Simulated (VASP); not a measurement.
# Cu (Pm-3m) in VASP: notebook

Cu is run at these levels: PBEsol; tasks: relaxation of cell and atoms.

Program: VASP 6.6.1. These are calculated values, not measurements. Logs are shortened: lines on timing, memory, paths and dates and some standing lists are left out, and cuts for length are marked.

## Step 1: The cell of the first run

The structure is cubic, space group Pm-3m (No. 221). Conventional cell: a = 2.350 Å, b = 2.350 Å, c = 2.350 Å, α = 90.00°, β = 90.00°, γ = 90.00°. Cu (site symmetry m-3m) has 6 Cu at 2.35 Å within 3.1 Å.

## Step 2: Relaxation of cell and atoms, PBEsol

INCAR reads:

```
SYSTEM = Cu
PREC     = Accurate       ! precision mode
ENCUT    = 600            ! plane-wave cutoff, eV
EDIFF    = 1E-6           ! SCF threshold, eV
ISMEAR   = -1             ! smearing method
SIGMA    = 0.1            ! smearing width, eV
LREAL    = .False.        ! projectors in reciprocal space
LASPH    = .True.         ! aspherical terms in the spheres
NELM     = 80             ! most SCF steps
ALGO     = Normal         ! electronic algorithm
ISIF     = 3              ! what is computed and relaxed
LWAVE    = .False.        ! write WAVECAR
LCHARG   = .False.        ! write CHGCAR
GGA      = PS             ! functional
IBRION   = 2              ! ionic algorithm
NSW      = 50             ! ionic steps
EDIFFG   = -0.03          ! ionic threshold
```

KPOINTS reads:

```
regular mesh
0
Gamma
  10 10 10
  0 0 0
```

POSCAR reads:

```
Cu
1.0
    2.3500000000      0.0000000000      0.0000000000
    0.0000000000      2.3500000000      0.0000000000
    0.0000000000      0.0000000000      2.3500000000
Cu
1
Direct
    0.0000000000      0.0000000000      0.0000000000
```

Potentials or basis: VASP PAW PBE potentials, release 64 (Cu).

Command:

```
$ cat potpaw_PBE.64/Cu/POTCAR > POTCAR
$ mpirun -np 1 vasp_std > vasp.out
```

OUTCAR:

```text
SYSTEM = Cu
   PREC = Accurate
   ENCUT = 600
   EDIFF = 1E-6
   ISMEAR = -1
   LREAL = .False.
   LASPH = .True.
   NELM = 80
   ISIF = 3
   GGA = PS
   IBRION = 2
   NSW = 50
   EDIFFG = -0.03

 ion  position               nearest neighbor table
   1  0.000  0.000  0.000-

  LATTYP: Found a simple cubic cell.
 ALAT       =     2.3500000000

  Lattice vectors:

 A1 = (   2.3500000000,   0.0000000000,   0.0000000000)
 A2 = (   0.0000000000,   2.3500000000,   0.0000000000)
 A3 = (   0.0000000000,   0.0000000000,   2.3500000000)

Analysis of symmetry for initial positions (statically):
=====================================================================
 Subroutine PRICEL returns:
 Original cell was already a primitive cell.

 Routine SETGRP: Setting up the symmetry group for a
 simple cubic supercell.

 Subroutine GETGRP returns: Found 48 space group operations
 (whereof 48 operations were pure point group operations)
 out of a pool of 48 trial point group operations.

The static configuration has the point symmetry O_h .

Analysis of symmetry for dynamics (positions and initial velocities):
=====================================================================
 Subroutine PRICEL returns:
 Original cell was already a primitive cell.

 Routine SETGRP: Setting up the symmetry group for a
 simple cubic supercell.

 Subroutine GETGRP returns: Found 48 space group operations
 (whereof 48 operations were pure point group operations)
 out of a pool of 48 trial point group operations.

The dynamic configuration has the point symmetry O_h .

 Subroutine INISYM returns: Found 48 space group operations
 (whereof 48 operations are pure point group operations),
 and found     1 'primitive' translations

----------------------------------------------------------------------------------------

                                     Primitive cell

  volume of cell :      12.9779

  direct lattice vectors                    reciprocal lattice vectors
     2.350000000  0.000000000  0.000000000     0.425531915  0.000000000  0.000000000
     0.000000000  2.350000000  0.000000000     0.000000000  0.425531915  0.000000000
     0.000000000  0.000000000  2.350000000     0.000000000  0.000000000  0.425531915

  length of vectors
     2.350000000  2.350000000  2.350000000     0.425531915  0.425531915  0.425531915

  position of ions in fractional coordinates (direct lattice)
     0.000000000  0.000000000  0.000000000

  ion indices of the primitive-cell ions
   primitive index   ion index
                 1           1

----------------------------------------------------------------------------------------

 KPOINTS: regular mesh

Automatic generation of k-mesh.
 Grid dimensions read from file:
 generate k-points for:   10   10   10

 Generating k-lattice:

  Cartesian coordinates                     Fractional coordinates (reciprocal lattice)
     0.042553191  0.000000000  0.000000000     0.100000000  0.000000000  0.000000000
     0.000000000  0.042553191  0.000000000     0.000000000  0.100000000  0.000000000
     0.000000000  0.000000000  0.042553191     0.000000000  0.000000000  0.100000000

  Length of vectors
     0.042553191  0.042553191  0.042553191

  Shift w.r.t. Gamma in fractional coordinates (k-lattice)
     0.000000000  0.000000000  0.000000000

 Subroutine IBZKPT returns following result:
 ===========================================

 Found     56 irreducible k-points:

 Following reciprocal coordinates:
            Coordinates               Weight
  0.000000  0.000000  0.000000      1.000000
  0.100000  0.000000  0.000000      6.000000
  0.200000  0.000000  0.000000      6.000000
  0.300000  0.000000  0.000000      6.000000
  0.400000  0.000000  0.000000      6.000000
  0.500000  0.000000  0.000000      3.000000
[... 16 lines left out ...]
  0.200000  0.100000  0.100000     24.000000
  0.300000  0.100000  0.100000     24.000000
 [... further k-points ...]
   k-points           NKPTS =     56   k-points in BZ     NKDIM =     56   number of bands    NBANDS=      9
   number of dos      NEDOS =    301   number of ions     NIONS =      1
   total plane-waves  NPLWV =   8000
   dimension x,y,z NGX =    20 NGY =   20 NGZ =   20
   dimension x,y,z NGXF=    40 NGYF=   40 NGZF=   40
   ions per type =               1
   NGX,Y,Z   is equivalent  to a cutoff of  14.15, 14.15, 14.15 a.u.
   NGXF,Y,Z  is equivalent  to a cutoff of  28.30, 28.30, 28.30 a.u.
 SYSTEM =  Cu
   PREC   = accura    normal or accurate (medium, high low for compatibility)
   ISTART =      0    job   : 0-new  1-cont  2-samecut
   ICHARG =      2    charge: 1-file 2-atom 10-const
   ISPIN  =      1    spin polarized calculation?
   LNONCOLLINEAR =      F non collinear calculations
   LSORBIT =      F    spin-orbit coupling
   LASPH  =      T    aspherical Exc in radial PAW
   ENCUT  =  600.0 eV  44.10 Ry    6.64 a.u.   4.69  4.69  4.69*2*pi/ulx,y,z
   NELM   =     80;   NELMIN=  2; NELMDL= -5     # of ELM steps
   EDIFF  = 0.1E-05   stopping-criterion for ELM
   LREAL  =      F    real-space projection
   EDIFFG = -.3E-01   stopping-criterion for IOM
   NSW    =     50    number of steps for IOM
   IBRION =      2    ionic relax: 0-MD 1-quasi-New 2-CG
   NFREE  =      1    steps in history (QN), initial steepest desc. (CG)
   ISIF   =      3    stress and relaxation
   ISYM   =      2    0-nonsym 1-usesym 2-fastsym
   POTIM  = 0.5000    time-step for ionic-motion
   TEBEG  =    0.0;   TEEND  =   0.0 temperature during run
   PSTRESS=    0.0 pullay stress
   NELECT =      11.0000    total number of electrons
   NUPDOWN=      -1.0000    fix difference up-down
   EMIN   =  10.00;   EMAX   =-10.00  energy-range for DOS
   EFERMI =   0.00;   METHOD = LEGACY
   ISMEAR =    -1;   SIGMA  =   0.10  broadening in eV -4-tet -1-fermi 0-gaus
   EFERMI_NEDOS =   21; number of points for ismear=-14 and -15
   IALGO  =     38    algorithm
   IMIX   =      4    mixing-type and parameters
     AMIX     =   0.40;   BMIX     =  1.00
     AMIX_MAG =   1.60;   BMIX_MAG =  1.00
  volume/ion in A,a.u.               =      12.98        87.58
  Fermi-wavevector in a.u.,A,eV,Ry     =   1.549308  2.927768 32.658831  2.400356
  Thomas-Fermi vector in A             =   2.654134
   LORBIT       =      0    0 simple, 1 ext, 2 COOP (PROOUT), +10 PAW based schemes
   GGA     = PS    functional components
   LHFCALC =     F    Hartree Fock is set to
   AEXX    =    0.0000 exact exchange contribution
   IVDW    =     0    specifies the selected vdW correction
   LEPSILON=     F    determine dielectric tensor
   LRPA    =     F    only Hartree local field effects (RPA)
 conjugate gradient relaxation of ions
 non-spin polarized calculation
  energy-cutoff  :      600.00
  volume of cell :       12.98
 maximum number of plane-waves:       461
 NGX is ok and might be reduce to    20
   NGX =  9   NGY =  9   NGZ =  9

--------------------------------------- Ionic step        1  -------------------------------------------

 number of electron      10.9999999 magnetization

 Free energy of the ion-electron system (eV)
  ---------------------------------------------------
  ext. energy  EPLUGINS =         0.00000000
  ---------------------------------------------------
  free energy    TOTEN  =        -3.78853448 eV

  energy without entropy =       -3.78037845  energy(sigma->0) =       -3.78445646

------------------------ aborting loop because EDIFF is reached ----------------------------------------

  FORCE on cell =-STRESS in cart. coord.  units (eV):
  Direction    XX          YY          ZZ          XY          YZ          ZX
  --------------------------------------------------------------------------------------
  -------------------------------------------------------------------------------------
  Total        0.1643947      0.1643947      0.1643947      0.0000000      0.0000000      0.0000000
  in kB       20.2952694     20.2952694     20.2952694      0.0000000      0.0000000      0.0000000
  external PRESSURE =      20.2952694 kB  Pullay stress =       0.0000000 kB
[... 55 lines left out ...]
  energy  without entropy=       -3.7810079254  energy(sigma->0) =       -3.78528569

--------------------------------------- Ionic step        3  -------------------------------------------

 number of electron      10.9999992 magnetization

 Free energy of the ion-electron system (eV)
  ---------------------------------------------------
  ext. energy  EPLUGINS =         0.00000000
  ---------------------------------------------------
  free energy    TOTEN  =        -3.78984640 eV

  energy without entropy =       -3.78141934  energy(sigma->0) =       -3.78563287

 E-fermi :   5.9791     XC(G=0): -12.1963

 val. band max:        5.8454782478   @ k =   0.5000   0.1000   0.1000
 cond. band min:       6.0141873543   @ k =   0.4000   0.3000   0.0000
 fundamental gap:      0.1687091065
 Fermi energy:         5.9790786885

 k-point     1 :       0.0000    0.0000    0.0000
  band No.  band energies     occupation
      1      -2.4268      2.00000
      2       1.9500      2.00000
      3       1.9500      2.00000
      4       4.6601      2.00000
      5       4.6601      2.00000
      6       4.6601      2.00000
      7      24.0594      0.00000
      8      24.0594      0.00000
      9      24.0594      0.00000
[... 265 lines left out ...]
 k-point    24 :       0.3000    0.1000    0.1000
  band No.  band energies     occupation
      1       0.3586      2.00000
      2       2.3608      2.00000
      3       2.9029      2.00000
      4       3.9863      2.00000
      5       4.2039      2.00000
      6       4.5502      2.00000
      7      13.4371      0.00000
      8      23.4432      0.00000
      9      24.2805      0.00000

 [... further k-points ...]
[... 5 lines left out ...]
  --------------------------------------------------------------------------------------
  -------------------------------------------------------------------------------------
  Total       -0.0037367     -0.0037367     -0.0037367     -0.0000000      0.0000000     -0.0000000
  in kB       -0.4539383     -0.4539383     -0.4539383     -0.0000000      0.0000000     -0.0000000
  external PRESSURE =      -0.4539383 kB  Pullay stress =       0.0000000 kB
[... 16 lines left out ...]
  FREE ENERGIE OF THE ION-ELECTRON SYSTEM (eV)
  ---------------------------------------------------
  free  energy   TOTEN  =        -3.7898464039 eV

  energy  without entropy=       -3.7814193447  energy(sigma->0) =       -3.78563287

 reached required accuracy - stopping structural energy minimisation
```

It took 20 s on 1 thread of Intel Xeon 8259CL, shared host; peak memory 0.13 GiB.

Results:

```yaml
Free_energy: -3.7898 eV
Relaxed_volume: 13.19 Å³/atom
Relaxed_cell: a = 2.363 Å, b = 2.363 Å, c = 2.363 Å, α = 90.00°, β = 90.00°, γ = 90.00°
Space_group_after_relaxing_to_0.05_Å: Pm-3m (No. 221)
Energy_gained_by_relaxing: 1.3 meV/atom
Ionic_steps: 3
Pressure_after_relaxing: 0.0 GPa
```

The path:
```
step  energy change (eV)  largest force (eV/Å)  pressure (GPa)  volume (Å³)
   1              0.0000                0.0000            2.03        12.98
   2             -0.0010                0.0000           -0.89        13.29
   3             -0.0013                0.0000           -0.05        13.19
```

Final structure:
```cif
data_structure
_symmetry_space_group_name_H-M 'P 1'
_symmetry_Int_Tables_number 1
_cell_length_a 2.3627
_cell_length_b 2.3627
_cell_length_c 2.3627
_cell_angle_alpha 90.000
_cell_angle_beta 90.000
_cell_angle_gamma 90.000
_cell_volume 13.19
loop_
_atom_site_label
_atom_site_type_symbol
_atom_site_fract_x
_atom_site_fract_y
_atom_site_fract_z
_atom_site_occupancy
Cu1 Cu 0.00000 0.00000 0.00000 1
```

Levels at points of the mesh, in eV from the Fermi level:
```csv
k point,band 2,band 3,band 4,band 5,band 6,band 7,band 8,band 9
"(0.00, 0.00, 0.00)",-4.03,-4.03,-1.32,-1.32,-1.32,18.08,18.08,18.08
"(0.50, 0.00, 0.00)",-3.68,-2.15,-2.15,-1.52,-1.25,2.15,23.82,24.82
"(0.50, 0.50, 0.00)",-3.43,-1.99,-1.99,-0.75,4.32,4.32,9.20,10.18
"(0.50, 0.50, 0.50)",-3.68,-3.68,-0.71,-0.71,10.35,10.35,10.35,13.48
```

Caveat: the PAW data sets were made with another functional, which shifts forces and pressure a little.

## Step 3: Relaxation of cell and atoms, PBEsol, target pressure 20 GPa, at which the enthalpy is minimised

INCAR reads:

```
SYSTEM = Cu
ALGO = Normal ; EDIFF = 1E-7
EDIFFG = -0.03 ; ENCUT = 600
GGA = PS ; IBRION = 2
ISIF = 3 ; ISMEAR = -1
LASPH = .TRUE. ; LCHARG = .FALSE.
LREAL = .FALSE. ; LWAVE = .FALSE.
NELM = 60 ; NSW = 50
PREC = Accurate ; PSTRESS = 200.0
SIGMA = 0.1
```

KPOINTS reads:

```
k-points
0
G
  10 10 10
  0 0 0
```

POSCAR is that of step 2.

Potentials or basis: VASP PAW PBE potentials, release 64 (Cu).

Command:

```
$ cat potpaw_PBE.64/Cu/POTCAR > POTCAR
$ mpirun -np 1 vasp_std > vasp.out
```

OUTCAR:

```text
SYSTEM = Cu
   EDIFF = 1E-7
   EDIFFG = -0.03
   ENCUT = 600
   GGA = PS
   IBRION = 2
   ISIF = 3
   ISMEAR = -1
   LASPH = .TRUE.
   LREAL = .FALSE.
   NELM = 60
   NSW = 50
   PREC = Accurate
   PSTRESS = 200.0

 ion  position               nearest neighbor table
   1  0.000  0.000  0.000-

  LATTYP: Found a simple cubic cell.
 ALAT       =     2.3500000000

  Lattice vectors:

 A1 = (   2.3500000000,   0.0000000000,   0.0000000000)
 A2 = (   0.0000000000,   2.3500000000,   0.0000000000)
 A3 = (   0.0000000000,   0.0000000000,   2.3500000000)

Analysis of symmetry for initial positions (statically):
=====================================================================
 Subroutine PRICEL returns:
 Original cell was already a primitive cell.

 Routine SETGRP: Setting up the symmetry group for a
 simple cubic supercell.

 Subroutine GETGRP returns: Found 48 space group operations
 (whereof 48 operations were pure point group operations)
 out of a pool of 48 trial point group operations.

The static configuration has the point symmetry O_h .

[... 162 lines left out ...]

  FORCE on cell =-STRESS in cart. coord.  units (eV):
  Direction    XX          YY          ZZ          XY          YZ          ZX
  --------------------------------------------------------------------------------------
  -------------------------------------------------------------------------------------
  Total        0.1653533      0.1653533      0.1653533      0.0000000      0.0000000     -0.0000000
  in kB       20.4136112     20.4136112     20.4136112      0.0000000      0.0000000     -0.0000000
  external PRESSURE =    -179.5863888 kB  Pullay stress =     200.0000000 kB
[... 98 lines left out ...]
--------------------------------------- Ionic step        4  -------------------------------------------

 number of electron      10.9999991 magnetization

 Free energy of the ion-electron system (eV)
  ---------------------------------------------------
  ext. energy  EPLUGINS =         0.00000000
  ---------------------------------------------------
  free energy    TOTEN  =        -3.70653841 eV

  energy without entropy =       -3.69985710  energy(sigma->0) =       -3.70319775

 E-fermi :   7.4170     XC(G=0): -12.8886

 val. band max:        7.1197850592   @ k =   0.5000   0.1000   0.1000
 cond. band min:       7.4482758282   @ k =   0.4000   0.3000   0.0000
 fundamental gap:      0.3284907690
 Fermi energy:         7.4169524604

 k-point     1 :       0.0000    0.0000    0.0000
  band No.  band energies     occupation
      1      -1.8632      2.00000
      2       2.7979      2.00000
      3       2.7979      2.00000
      4       6.0413      2.00000
      5       6.0413      2.00000
      6       6.0413      2.00000
      7      26.8763      0.00000
      8      26.8763      0.00000
      9      26.8763      0.00000
[... 265 lines left out ...]
 k-point    24 :       0.3000    0.1000    0.1000
  band No.  band energies     occupation
      1       1.1496      2.00000
      2       3.2917      2.00000
      3       3.9121      2.00000
      4       5.2212      2.00000
      5       5.4882      2.00000
      6       5.9074      2.00000
      7      15.5509      0.00000
      8      26.2433      0.00000
      9      27.1632      0.00000

 [... further k-points ...]
[... 5 lines left out ...]
  --------------------------------------------------------------------------------------
  -------------------------------------------------------------------------------------
  Total        1.4526907      1.4526907      1.4526907      0.0000000      0.0000000     -0.0000000
  in kB      199.3042133    199.3042133    199.3042133      0.0000000      0.0000000     -0.0000000
  external PRESSURE =      -0.6957867 kB  Pullay stress =     200.0000000 kB
[... 20 lines left out ...]
  energy  without entropy=       -3.6998571035  energy(sigma->0) =       -3.70319775

  enthalpy is  TOTEN    =        -2.2487762142 eV   P V=        1.4577621920

 reached required accuracy - stopping structural energy minimisation
```

OSZICAR:

```text
N       E                     dE             d eps       ncg     rms          rms(c)
DAV:   1     0.397288440799E+02    0.39729E+02   -0.62175E+03  1016   0.220E+03
DAV:   2    -0.422858577291E+01   -0.43957E+02   -0.41859E+02  1018   0.203E+02
DAV:   3    -0.469809127485E+01   -0.46951E+00   -0.46832E+00  1160   0.315E+01
[... 37 lines left out ...]
DAV:   1    -0.370753657899E+01    0.20323E-02   -0.19767E-02  1060   0.377E+00    0.259E-01
DAV:   2    -0.370682233570E+01    0.71424E-03   -0.13723E-02  1058   0.279E+00    0.899E-02
DAV:   3    -0.370656519618E+01    0.25714E-03   -0.18923E-03  1055   0.107E+00    0.360E-02
DAV:   4    -0.370653848641E+01    0.26710E-04   -0.33101E-05  1324   0.738E-02    0.115E-03
DAV:   5    -0.370653840622E+01    0.80182E-07   -0.17775E-07   844   0.562E-03
   4 F= -.22487762E+01 E0= -.22454356E+01  d E =-.802715E-01
```

CONTCAR:

```text
Cu
   1.00000000000000
     2.2687627847447494    0.0000000000000000   -0.0000000000000000
     0.0000000000000000    2.2687627847447494    0.0000000000000000
     0.0000000000000000    0.0000000000000000    2.2687627847447494
  Cu
     1
Direct
     0.0000000000000000    0.0000000000000000    0.0000000000000000

  0.00000000E+00  0.00000000E+00  0.00000000E+00
```

Run time: 32 s. Hardware: 1 thread of Intel Xeon 8259CL, shared host; peak memory 0.13 GiB.

What came out:

```
Free energy                                            : -3.7065 eV
Relaxed volume                                         : 11.68 Å³/atom
Relaxed cell                                           : a = 2.269 Å, b = 2.269 Å, c = 2.269 Å, α = 90.00°, β = 90.00°, γ = 90.00°
Space group after relaxing (to 0.05 Å)                 : Pm-3m (No. 221)
Energy change on relaxing (the enthalpy is what falls) : +82.0 meV/atom
Ionic steps                                            : 4
Pressure after relaxing                                : 19.9 GPa
```

The path:
| step | energy change (eV) | largest force (eV/Å) | pressure (GPa) | volume (Å³) |
| --- | --- | --- | --- | --- |
| 1 | 0.0000 | 0.0000 | 2.04 | 12.98 |
| 2 | 0.3453 | 0.0000 | 50.83 | 10.43 |
| 3 | 0.0790 | 0.0000 | 19.52 | 11.70 |
| 4 | 0.0820 | 0.0000 | 19.93 | 11.68 |

Final structure:
```xyz
1
Lattice="2.2688 0.0000 0.0000 0.0000 2.2688 0.0000 0.0000 0.0000 2.2688" Properties=species:S:1:pos:R:3 pbc="T T T"
Cu    0.0000    0.0000    0.0000
```

Caveat: the cell is relaxed towards a set pressure, so the enthalpy falls and the energy may rise; the PAW data sets were made with another functional, which shifts forces and pressure a little.

(Part 1 of 2 ends here.)
